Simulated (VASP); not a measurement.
# Si16Ge (a cell with a defect) in VASP: notebook

Si16Ge (a cell with a defect) is run at these levels: LDA; tasks: single point.

All numbers are computed with VASP 6.6.1; they aren't measurements. Logs are shortened: lines on timing, memory, paths and dates and some standing lists are left out, and cuts for length are marked.

### Step 1. The cell of the first run

The cell holds a defect, 17 atoms: a = 7.679 Å, b = 7.679 Å, c = 7.679 Å, α = 60.00°, β = 60.00°, γ = 60.00°.

### Step 2. Single point, LDA

File INCAR:

```
ALGO = Normal ; EDIFF = 1E-6
ENCUT = 520 ; GGA = CA
ISIF = 2 ; ISMEAR = -1
LASPH = True ; LCHARG = False
LREAL = Auto ; LWAVE = False
NBANDS = 53 ; NELM = 100
PREC = Accurate ; SIGMA = 0.05
```

File KPOINTS:

```
k-points
0
Gamma
  2 2 2
```

File POSCAR:

```
Si16Ge
1.0
    0.0000000000      5.4300000000      5.4300000000
    5.4300000000      0.0000000000      5.4300000000
    5.4300000000      5.4300000000      0.0000000000
Si Ge
16 1
Direct
   -0.0103536832      0.0033430018      0.0036378453
    0.1206872928      0.1291793738      0.1297055249
    0.0006837937     -0.0021154696      0.5009662983
    0.1207131676      0.1290814917      0.6210356354
    0.0007933702      0.5004556169     -0.0018116022
    0.1206780847      0.6203011050      0.1297290976
    0.0007009208      0.5003791897      0.5009861878
    0.1250409761      0.6248336096      0.6252267956
    0.5036327808      0.0035670350      0.0037569061
    0.6252192449      0.1242185083      0.1260227440
    0.5033214549      0.0031299263      0.4903673112
    0.6294079190      0.1291294659      0.6210219153
    0.5037244015      0.4887606814      0.0038264273
    0.6295300184      0.6202882136      0.1297762431
    0.4980420810      0.5004120626      0.5010304788
    0.6294312155      0.6203144567      0.6210131676
    0.3753417127      0.8739240331      0.8763295580
```

Potentials or basis: VASP PAW LDA potentials, release 64 (Si, Ge_d).

On the command line:

```
> cat potpaw_LDA.64/Si/POTCAR potpaw_LDA.64/Ge_d/POTCAR > POTCAR
> mpirun -np 1 vasp_std > vasp.out
```

OUTCAR:

```text
EDIFF = 1E-6
   ENCUT = 520
   GGA = CA
   ISIF = 2
   ISMEAR = -1
   LASPH = True
   LREAL = Auto
   NELM = 100
   PREC = Accurate

 ion  position               nearest neighbor table
   1  0.990  0.003  0.004-  10 2.28   4 2.40   2 2.40   6 2.40  17 2.42
   2  0.121  0.129  0.130-   3 2.33   5 2.33   1 2.40   9 2.40  17 2.76
   3  0.001  0.998  0.501-   2 2.33  12 2.33   4 2.33   8 2.34
   4  0.121  0.129  0.621-   3 2.33   7 2.33   1 2.40  11 2.40  17 2.77
   5  0.001  0.500  0.998-  14 2.33   6 2.33   2 2.33   8 2.34
   6  0.121  0.620  0.130-   7 2.33   5 2.33   1 2.40  13 2.40  17 2.76
   7  0.001  0.500  0.501-   6 2.33  16 2.33   4 2.33   8 2.34
   8  0.125  0.625  0.625-   5 2.34  15 2.34   7 2.34   3 2.34
   9  0.504  0.004  0.004-  10 2.29  12 2.40   2 2.40  14 2.40  17 2.42
  10  0.625  0.124  0.126-  11 2.28   1 2.28   9 2.29  13 2.29
  11  0.503  0.003  0.490-  10 2.28   4 2.40  12 2.40  16 2.40  17 2.42
  12  0.629  0.129  0.621-   3 2.33  15 2.33  11 2.40   9 2.40  17 2.77
  13  0.504  0.489  0.004-  10 2.29  16 2.40   6 2.40  14 2.40  17 2.41
  14  0.630  0.620  0.130-  15 2.33   5 2.33   9 2.40  13 2.40  17 2.76
  15  0.498  0.500  0.501-  14 2.33  16 2.33  12 2.33   8 2.34
  16  0.629  0.620  0.621-   7 2.33  15 2.33  11 2.40  13 2.40  17 2.76
  17  0.375  0.874  0.876-  13 2.41   9 2.42   1 2.42  11 2.42  14 2.76   6 2.76   2 2.76  16 2.76
                            12 2.77   4 2.77

  LATTYP: Found a face centered cubic cell.
 ALAT       =    10.8600000000

  Lattice vectors:

 A1 = (   0.0000000000,   5.4300000000,   5.4300000000)
 A2 = (   5.4300000000,   0.0000000000,   5.4300000000)
 A3 = (   5.4300000000,   5.4300000000,   0.0000000000)

Analysis of symmetry for initial positions (statically):
=====================================================================
 Subroutine PRICEL returns:
 Original cell was already a primitive cell.

 Routine SETGRP: Setting up the symmetry group for a
 face centered cubic supercell.

 Subroutine GETGRP returns: Found  1 space group operations
 (whereof  1 operations were pure point group operations)
 out of a pool of 48 trial point group operations.

The static configuration has the point symmetry C_1 .

Analysis of symmetry for dynamics (positions and initial velocities):
=====================================================================
 Subroutine PRICEL returns:
 Original cell was already a primitive cell.

 Routine SETGRP: Setting up the symmetry group for a
 face centered cubic supercell.

 Subroutine GETGRP returns: Found  1 space group operations
 (whereof  1 operations were pure point group operations)
[... 123 lines left out ...]
   POTIM  = 0.5000    time-step for ionic-motion
   TEBEG  =    0.0;   TEEND  =   0.0 temperature during run
   PSTRESS=    0.0 pullay stress
   NELECT =      78.0000    total number of electrons
   NUPDOWN=      -1.0000    fix difference up-down
   EMIN   =  10.00;   EMAX   =-10.00  energy-range for DOS
   EFERMI =   0.00;   METHOD = LEGACY
   ISMEAR =    -1;   SIGMA  =   0.05  broadening in eV -4-tet -1-fermi 0-gaus
   EFERMI_NEDOS =   21; number of points for ismear=-14 and -15
   IALGO  =     38    algorithm
   IMIX   =      4    mixing-type and parameters
     AMIX     =   0.40;   BMIX     =  1.00
     AMIX_MAG =   1.60;   BMIX_MAG =  1.00
  volume/ion in A,a.u.               =      18.84       127.11
  Fermi-wavevector in a.u.,A,eV,Ry     =   1.022421  1.932096 14.222785  1.045345
  Thomas-Fermi vector in A             =   2.156100
   LORBIT       =      0    0 simple, 1 ext, 2 COOP (PROOUT), +10 PAW based schemes
   GGA     = CA    functional components
   LHFCALC =     F    Hartree Fock is set to
   AEXX    =    0.0000 exact exchange contribution
   IVDW    =     0    specifies the selected vdW correction
   LEPSILON=     F    determine dielectric tensor
   LRPA    =     F    only Hartree local field effects (RPA)
 non-spin polarized calculation
  energy-cutoff  :      520.00
  volume of cell :      320.21
 maximum number of plane-waves:      8646
 NGX is ok and might be reduce to    60
   NGX = 29   NGY = 29   NGZ = 29

 number of electron      77.9999998 magnetization

 Free energy of the ion-electron system (eV)
  ---------------------------------------------------
  ext. energy  EPLUGINS =         0.00000000
  ---------------------------------------------------
  free energy    TOTEN  =       -96.53285992 eV

  energy without entropy =      -96.49845578  energy(sigma->0) =      -96.51565785

 E-fermi :   6.7667     XC(G=0):  -9.9319

 val. band max:        6.5623682138   @ k =   0.0000   0.0000   0.0000
 cond. band min:       6.8017469661   @ k =   0.0000   0.0000   0.0000
 fundamental gap:      0.2393787523
 Fermi energy:         6.7667002694

 k-point     1 :       0.0000    0.0000    0.0000
  band No.  band energies     occupation
      1     -18.4467      2.00000
      2     -18.4467      2.00000
      3     -18.4466      2.00000
      4     -18.4326      2.00000
      5     -18.4326      2.00000
      6      -6.6070      2.00000
[... 421 lines left out ...]
     50      10.2039      0.00000
     51      10.2083      0.00000
 [bands above 51 left out]

------------------------ aborting loop because EDIFF is reached ----------------------------------------

  FORCE on cell =-STRESS in cart. coord.  units (eV):
  Direction    XX          YY          ZZ          XY          YZ          ZX
  --------------------------------------------------------------------------------------
  -------------------------------------------------------------------------------------
  Total        5.9179408      5.9121386      5.9180434      0.0063502     -0.0080246     -0.0091305
  in kB       29.6109071     29.5818756     29.6114208      0.0317739     -0.0401515     -0.0456854
  external PRESSURE =      29.6014012 kB  Pullay stress =       0.0000000 kB

 VOLUME and BASIS-vectors are now :
 -----------------------------------------------------------------------------
  energy-cutoff  :      520.00
  volume of cell :      320.21
      direct lattice vectors                 reciprocal lattice vectors
     0.000000000  5.430000000  5.430000000    -0.092081031  0.092081031  0.092081031
     5.430000000  0.000000000  5.430000000     0.092081031 -0.092081031  0.092081031
     5.430000000  5.430000000  0.000000000     0.092081031  0.092081031 -0.092081031

 POSITION                                       TOTAL-FORCE (eV/Angst)
 -----------------------------------------------------------------------------------
      0.03791      5.39353      5.39193         0.004020      0.008239     -0.007041
      1.40574      1.35963      1.35678        -0.004561     -0.003239      0.002297
      8.13876      2.72396      5.42223         0.002516     -0.001435      0.002015
      4.07314      4.02770      1.35638         0.000541      0.002101     -0.000191
      8.13764      5.42447      2.72178         0.005023      0.005454     -0.004887
      4.07266      1.35971      4.02352        -0.001559     -0.003386      0.005281
[... 9 lines left out ...]
      6.74041      6.78991      6.78612         0.002029     -0.001612     -0.000083
      9.50388      6.79657      6.78351        -0.000056     -0.017557      0.006982
 -----------------------------------------------------------------------------------
    total drift:                                0.003745     -0.000520     -0.001965

  FREE ENERGIE OF THE ION-ELECTRON SYSTEM (eV)
  ---------------------------------------------------
  free  energy   TOTEN  =       -96.5328599233 eV

  energy  without entropy=      -96.4984557796  energy(sigma->0) =      -96.51565785
```

OSZICAR:

```text
N       E                     dE             d eps       ncg     rms          rms(c)
DAV:   1     0.391403870837E+03    0.39140E+03   -0.30176E+04  1042   0.157E+03
DAV:   2    -0.337120193843E+02   -0.42512E+03   -0.39604E+03   928   0.380E+02
DAV:   3    -0.952390340010E+02   -0.61527E+02   -0.58463E+02  1045   0.102E+02
DAV:   4    -0.986001886461E+02   -0.33612E+01   -0.33039E+01  1080   0.274E+01
DAV:   5    -0.987018561888E+02   -0.10167E+00   -0.10144E+00  1056   0.477E+00    0.148E+01
DAV:   6    -0.971880502177E+02    0.15138E+01   -0.91006E-01  1024   0.303E+00    0.883E+00
DAV:   7    -0.965344873123E+02    0.65356E+00   -0.15335E+00   992   0.361E+00    0.677E-01
DAV:   8    -0.965325149435E+02    0.19724E-02   -0.11160E-01  1040   0.154E+00    0.288E-01
DAV:   9    -0.965328016842E+02   -0.28674E-03   -0.36371E-03  1168   0.262E-01    0.195E-01
DAV:  10    -0.965328809473E+02   -0.79263E-04   -0.39409E-04   992   0.757E-02    0.585E-02
DAV:  11    -0.965328602573E+02    0.20690E-04   -0.83989E-05  1040   0.320E-02    0.179E-02
DAV:  12    -0.965328599233E+02    0.33406E-06   -0.64938E-06  1112   0.110E-02
   1 F= -.96532860E+02 E0= -.96515658E+02  d E =-.344041E-01
```

Wall time 3.7 min (1 thread of Intel Xeon 6975P-C, shared host); peak memory 0.4 GiB.

Results:

```yaml
Free_energy: -96.5329 eV
Pressure: 3.0 GPa
Largest_force: 0.020 eV/Å
Band_gap_on_the_k_mesh: zero (band 39 reaches 6.86 eV, above the bottom of band 40 at 6.56 eV)
```

Forces on the atoms (eV/Å):
```
Si   0.004  0.008 -0.007
Si  -0.005 -0.003  0.002
Si   0.003 -0.001  0.002
Si   0.001  0.002  0.000
Si   0.005  0.005 -0.005
Si  -0.002 -0.003  0.005
Si  -0.003 -0.002 -0.003
Si  -0.001 -0.003  0.002
Si   0.006  0.017 -0.002
Si  -0.003 -0.015  0.007
Si  -0.001  0.005 -0.001
Si   0.001 -0.002 -0.002
Si  -0.002  0.017 -0.010
Si  -0.001 -0.010  0.002
Si  -0.003  0.004  0.003
Si   0.002 -0.002  0.000
Ge   0.000 -0.018  0.007
```

Caveat: the k points lie up to 0.50 Å⁻¹ apart.

### Step 3. Single point, LDA

File INCAR:

```
SYSTEM = Si16Ge
ALGO = Normal
EDIFF = 1E-6
ENCUT = 520
ISIF = 2
ISMEAR = -1
LASPH = .TRUE.
LCHARG = .FALSE.
LREAL = Auto
LWAVE = .FALSE.
NBANDS = 53
NELM = 80
PREC = Accurate
SIGMA = 0.05
```

File KPOINTS:

```
k-points
0
G
  2 2 2
  0 0 0
```

File POSCAR:

```
Si16Ge
1.0
    0.0000000000      5.4300000000      5.4300000000
    5.4300000000      0.0000000000      5.4300000000
    5.4300000000      5.4300000000      0.0000000000
Si Ge
16 1
Direct
   -0.0003060448      0.0002718971     -0.0002883347
    0.1240118270      0.1245923734      0.1240300190
    0.0039205535      0.0048331293      0.4952869530
    0.1239460573      0.1245892974      0.6268174656
    0.0040372930      0.4959218370      0.0040602826
    0.1240077778      0.6273204774      0.1240262273
    0.0039084318      0.4958950286      0.4952822563
    0.1349286228      0.6218852603      0.6212443013
    0.4952675966      0.0048315168      0.0039416187
    0.6268011827      0.1245885932      0.1239634669
    0.4952132226      0.0047301669      0.4952321457
    0.6211427643      0.1360381810      0.6211576375
    0.4952627482      0.4958947422      0.0039296604
    0.6212251214      0.6218812332      0.1349562682
    0.4992900691      0.5006245164      0.4993231375
    0.6211243207      0.6215854790      0.6211387435
    0.7493111559      0.7505932706      0.7493366511
```

Potentials or basis: VASP PAW LDA potentials, release 64 (Si, Ge_d).

On the command line:

```
> cat potpaw_LDA.64/Si/POTCAR potpaw_LDA.64/Ge_d/POTCAR > POTCAR
> mpirun -np 1 vasp_std > vasp.out
```

Run time: 92 s. Hardware: 1 thread of Intel Xeon 6975P-C (Granite Rapids), shared host; peak memory 0.39 GiB.

The run converged. Its results:

- Free energy: -96.5330 eV
- Pressure: 3.0 GPa
- Largest force: 0.022 eV/Å
- Band gap on the k mesh: zero (band 39 reaches 6.86 eV, above the bottom of band 40 at 6.56 eV)

Forces on the atoms (eV/Å):
```
Si   0.000  0.005  0.000
Si   0.010  0.004  0.010
Si  -0.002  0.006 -0.001
Si  -0.011 -0.013  0.010
Si   0.000 -0.004  0.001
Si  -0.010  0.004 -0.010
Si   0.001  0.007  0.003
Si  -0.003 -0.002  0.002
Si  -0.001  0.006 -0.002
Si   0.010 -0.013 -0.010
Si   0.000  0.009  0.000
Si   0.005 -0.018  0.005
Si   0.003  0.007  0.001
Si   0.002 -0.002 -0.003
Si   0.001  0.017  0.001
Si  -0.006 -0.020 -0.007
Ge   0.001  0.007  0.001
```

Levels at points of the mesh, in eV from the Fermi level:
```tsv
k point	band 35	band 36	band 37	band 38	band 39	band 40	band 41	band 42	band 43	band 44
(0.00, 0.00, 0.00)	-1.65	-0.71	-0.70	-0.70	-0.21	-0.21	-0.21	0.03	0.04	0.44
(0.50, 0.00, 0.00)	-1.43	-1.42	-1.37	-1.37	-0.30	0.56	0.56	0.89	0.89	1.25
(0.00, 0.50, 0.00)	-1.43	-1.42	-1.37	-1.37	-0.30	0.56	0.56	0.89	0.89	1.25
(0.00, 0.00, 0.50)	-1.43	-1.42	-1.37	-1.37	-0.30	0.56	0.56	0.89	0.89	1.25
(0.50, 0.50, 0.50)	-1.43	-1.42	-1.37	-1.37	-0.30	0.56	0.56	0.89	0.89	1.25
(0.50, 0.50, 0.00)	-1.98	-1.98	-1.80	-1.26	0.09	0.83	1.07	1.07	1.08	1.96
(0.00, 0.50, 0.50)	-1.98	-1.98	-1.80	-1.26	0.09	0.83	1.07	1.07	1.08	1.96
(0.50, 0.00, 0.50)	-1.98	-1.97	-1.80	-1.26	0.09	0.83	1.07	1.07	1.08	1.96
```

Caveat: the k points lie up to 0.50 Å⁻¹ apart.

(Continued in part 2 of 2.)
